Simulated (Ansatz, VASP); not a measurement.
## TeW in VASP and in Ansatz

```
Te W
1.0
     4.26489    0.00000    0.00000
    -2.13244    3.69350    0.00000
     0.00000    0.00000    6.83007
Te W
2 2
Direct
  0.33333 0.66667 0.00000
  0.66667 0.33333 0.50000
  0.33333 0.66667 0.38210
  0.66667 0.33333 0.88210
```

Alike in both runs: task single point; functional PBE; k mesh 6 × 6 × 4; occupations gaussian, width 0.1 eV; no spin polarisation.

|  | VASP | Ansatz |
| --- | --- | --- |
| version | VASP 6.6.1 | Ansatz 0.2.0 |
| potentials or method | VASP PAW PBE potentials, release 64 (Te, W_sv), cutoff 500 eV | scalar-relativistic, plane waves, PAW |
| valence electrons in the cell | 40 | 60 |

|  | VASP | Ansatz | Ansatz less VASP |
| --- | --- | --- | --- |
| gap on the k mesh at the Fermi level (eV) | none | none | - |
| pressure (GPa) | 6.0 | 6.0 | 0.00 |
| traceless stress, the component that is largest in VASP (GPa) | -1.86 | -1.87 | -0.004 |
| rms of the force components (eV/Å) | 0.108 | 0.108 | +0.0003 |

Atom by atom the forces differ by 0.000 eV/Å (rms over components). A gap of «none» marks a metal or a gap that the smearing closes. VASP's potentials hold 40 valence electrons a cell and Ansatz's 60, so a difference there can come from the potentials and not from the codes.

Neither program's run includes spin-orbit coupling.
